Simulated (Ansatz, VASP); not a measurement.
## Ca in VASP and in Ansatz

File INCAR:

```
PREC = Accurate
ENCUT = 520
EDIFF = 1E-8
ISMEAR = -1
SIGMA = 0.08
LREAL = False
LASPH = True
NELM = 80
ALGO = Normal
ISIF = 2
LWAVE = False
LCHARG = False
GGA = PE
LEFG = True
NBANDS = 17
```

KPOINTS

```
Automatic mesh
0
Gamma
  11 11 6
```

File POSCAR:

```
Ca
1.0
    4.0204066432      0.0000000000      0.0000000000
   -2.0102033216      3.4817742866      0.0000000000
    0.0000000000      0.0000000000      6.3896000000
Ca
2
Direct
    0.3333333333      0.6666666667      0.2500000000
    0.6666666667      0.3333333333      0.7500000000
```

Input for Ansatz:

```yaml
crystal:
  lattice:
    - [4.0204066432, 0.0, 0.0]
    - [-2.0102033216, 3.4817742866, 0.0]
    - [0.0, 0.0, 6.3896]
  atoms:
    - { symbol: Ca, position: [0.3333333333, 0.6666666667, 0.25] }
    - { symbol: Ca, position: [0.6666666667, 0.3333333333, 0.75] }
kpoints:
  mp_grid: { grid: [11, 11, 6] }
scf:
  occupations: { method: fermi_dirac, width: 0.08 }
hamiltonian:
  xc: pbe
  pseudopotentials: { kind: all_electron, datasets: crystal }
output:
  forces: true
  stress: true
  eigenvalues: true
  efg: { contact_densities: true }
```

Change from the starting cell: z stretched by -2 % at fixed volume, crystal datasets.

Alike in both runs: task electric field gradients; functional PBE; k mesh 11 × 11 × 6; occupations fermi-dirac, width 0.08 eV; no spin polarisation.

|  | VASP | Ansatz |
| --- | --- | --- |
| version | VASP 6.6.1 | Ansatz 0.2.0 |
| potentials or method | VASP PAW PBE potentials, release 64 (Ca_sv), cutoff 520 eV | all-electron PAW with datasets made for the crystal, scalar-relativistic |

```csv
,VASP,Ansatz,Ansatz less VASP
pressure (GPa),-0.8,-0.8,-0.01
"traceless stress, the component that is largest in VASP (GPa)",0.60,0.60,-0.002
size of Vzz on the site where it differs most (V/Å²),1.0,1.0,-0.03
```

Ansatz ran all-electron here, and VASP with PAW potentials.
